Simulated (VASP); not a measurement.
A run of VASP 6.6.1 is set up as follows.

POSCAR

```
Ti3C2
1.0
   -3.0640472894      0.0000000000      0.0000000000
   -1.5320236447     -2.6535427910      0.0000000000
    0.0000000000      0.0000000000     17.1185180878
Ti C
6 4
Direct
    0.3333333333      0.3333333333      0.5247746603
    0.6666666667      0.6666666667      0.0831909318
    0.6666666667      0.6666666667      0.7999765253
    0.3333333333      0.3333333333      0.3583927967
    0.0000000000      0.0000000000      0.6623755928
    0.0000000000      0.0000000000      0.2207918643
    0.6666666667      0.6666666667      0.5865668192
    0.3333333333      0.3333333333      0.1449830907
    0.6666666667      0.6666666667      0.2966006378
    0.3333333333      0.3333333333      0.7381843663
```

The input INCAR.step1:

```
SYSTEM = Ti3C2
  PREC = Accurate
  ENCUT = 520
  ISMEAR = 0
  SIGMA = 0.15
  LREAL = .False.
  LASPH = .True.
  NELM = 60
  NBANDS = 55
  GGA = PE
  ALGO = Normal
  EDIFF = 1E-4
  LWAVE = .True.
  LCHARG = .False.
```

The input INCAR.step2:

```
SYSTEM = Ti3C2
  PREC = Accurate
  ENCUT = 520
  EDIFF = 1E-6
  ISMEAR = 0
  SIGMA = 0.15
  LREAL = .False.
  LASPH = .True.
  NELM = 60
  ALGO = Normal
  ISIF = 2
  LWAVE = .False.
  LCHARG = .False.
  METAGGA = R2SCAN
  LMIXTAU = .True.
  NBANDS = 55
  ISTART = 1
```

KPOINTS

```
Automatic mesh
0
Gamma
  14 14 3
  0 0 0
```

Potentials or basis: VASP PAW PBE potentials, release 64 (Ti_sv, C).

Launch:

```bash
$ cat potpaw_PBE.64/Ti_sv/POTCAR potpaw_PBE.64/C/POTCAR > POTCAR
$ cp INCAR.step1 INCAR
$ mpirun -np 1 vasp_std > vasp.out
$ cp INCAR.step2 INCAR
$ mpirun -np 1 vasp_std > vasp.out
```

Problem. What does it give for the pressure?

Solution. 0.4 GPa.

Problem. What does it give for the band gap on the k mesh?

Solution. Zero (bands 44 and 45 overlap by 0.64 eV).

Stress tensor (GPa, compression positive):
```
 2.19  0.00  0.00
 0.00  2.19  0.00
 0.00  0.00 -3.11
```

Caveat: the cell differs from its parent crystal (the distance across one plane changed); the stress differs along the axes, from -3 to 2 GPa; the PAW data sets were made with another functional, which shifts forces and pressure a little.
